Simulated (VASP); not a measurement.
A run of VASP 6.6.1:

INCAR

```
PREC = Accurate ; ENCUT = 600
EDIFF = 1E-6 ; ISMEAR = -1
SIGMA = 0.02 ; LREAL = F
LASPH = T ; NELM = 60
ALGO = Normal ; ISIF = 3
LWAVE = F ; LCHARG = F
GGA = PE ; IVDW = 13
IBRION = 2 ; NSW = 80
EDIFFG = -0.005
```

The input KPOINTS:

```
Automatic mesh
0
Gamma
  12 12 2
```

File POSCAR:

```
WSe2
1.0
    3.2790594175      0.0000000000      0.0000000000
   -1.6395297087      2.8397487560      0.0000000000
    0.0000000000      0.0000000000     12.7925463229
W Se
2 4
Direct
    0.6666666667      0.3333333333      0.2499875884
    0.3333333333      0.6666666667      0.7500124116
    0.3333333333      0.6666666667      0.3816494142
    0.6666666667      0.3333333333      0.8816734950
    0.3333333333      0.6666666667      0.1183265050
    0.6666666667      0.3333333333      0.6183505858
```

Potentials or basis: VASP PAW PBE potentials, release 64 (W_sv, Se).

Launch:

```console
$ cat potpaw_PBE.64/W_sv/POTCAR potpaw_PBE.64/Se/POTCAR > POTCAR
$ mpirun -np 1 vasp_std > vasp.out
```

Hardware: 1 thread of Intel(R) Xeon(R) Platinum 8488C (Sapphire Rapids), with other jobs on the host.

Question: Estimate the wall time of this run.

Answer: Wall time 12 min on 1 thread of Intel(R) Xeon(R) Platinum 8488C (Sapphire Rapids), on a shared host, peak memory 0.39 GiB. Counts: scf iterations 76, k points 38, ion steps 12.
